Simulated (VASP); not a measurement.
Wanted: the native input for a VASP 6.6.1 run.

```yaml
Task: single point
Functional: PBE
Dispersion: D4
Potentials_or_basis: VASP PAW PBE potentials, release 64 (Fe_sv, O)
Cutoff: 700 eV
k_mesh: 11 × 11 × 11
Occupations: fermi-dirac, width 0.05 eV
Spin: collinear spin, ferromagnetic start
Starting_moments: "[3.0, 0.0] μB"
Dipole_correction: no
Further_INCAR_settings: ALGO = Normal; EDIFF = 1e-06; NBANDS = 22
```

The structure of FeO lies in POSCAR:

```
FeO
1.0
    0.0000000000      2.1409337923      2.1409337923
    2.1409337923      0.0000000000      2.1409337923
    2.1409337923      2.1409337923      0.0000000000
Fe O
1 1
Direct
    0.0000000000      0.0000000000      0.0000000000
    0.5000000000      0.5000000000      0.5000000000
```

The input as run:

INCAR

```
SYSTEM = FeO
PREC     = Accurate       ! precision mode
ENCUT    = 700            ! plane-wave cutoff, eV
EDIFF    = 1E-6           ! SCF threshold, eV
ISMEAR   = -1             ! smearing method
SIGMA    = 0.05           ! smearing width, eV
LREAL    = .FALSE.        ! projectors in reciprocal space
LASPH    = .TRUE.         ! aspherical terms in the spheres
NELM     = 200            ! most SCF steps
ALGO     = Normal         ! electronic algorithm
ISIF     = 2              ! what is computed and relaxed
LWAVE    = .FALSE.        ! write WAVECAR
LCHARG   = .FALSE.        ! write CHGCAR
ISPIN    = 2              ! spin polarisation
MAGMOM   = 3 0            ! initial moments
LORBIT   = 11             ! projections on sites
LMAXMIX  = 4              ! l up to which the mixer works
GGA      = PE             ! functional
IVDW     = 13             ! dispersion correction
NBANDS   = 22             ! bands
GGA_COMPAT= .FALSE.
```

KPOINTS

```
Automatic mesh
0
G
  11 11 11
  0 0 0
```

Potentials or basis: VASP PAW PBE potentials, release 64 (Fe_sv, O).

Run with:

```console
$ cat potpaw_PBE.64/Fe_sv/POTCAR potpaw_PBE.64/O/POTCAR > POTCAR
$ mpirun -np 1 vasp_std > vasp.out
```

It gave:

```
Pressure                                              : 60.0 GPa
Band gap on the k mesh                                : zero (filled and empty bands overlap)
Net moment                                            : 4.00 μB per cell
Site moments                                          : Fe +3.48; O +0.30 μB
Valence electrons inside the program's atomic spheres : Fe 13.62; O 5.00
Dispersion energy per atom                            : -0.339 eV
```

Caveat: the cell stands under pressure; a cell with one magnetic atom can't hold antiferromagnetic order, which such compounds often take; semilocal functionals often make such compounds metallic where correlation or magnetic order opens a gap, which also shifts bond lengths.

Run time: 74 s on 1 thread of AMD EPYC 7R43 64-Core Processor (Zen 3), with other jobs on the host, peak memory 0.17 GiB.
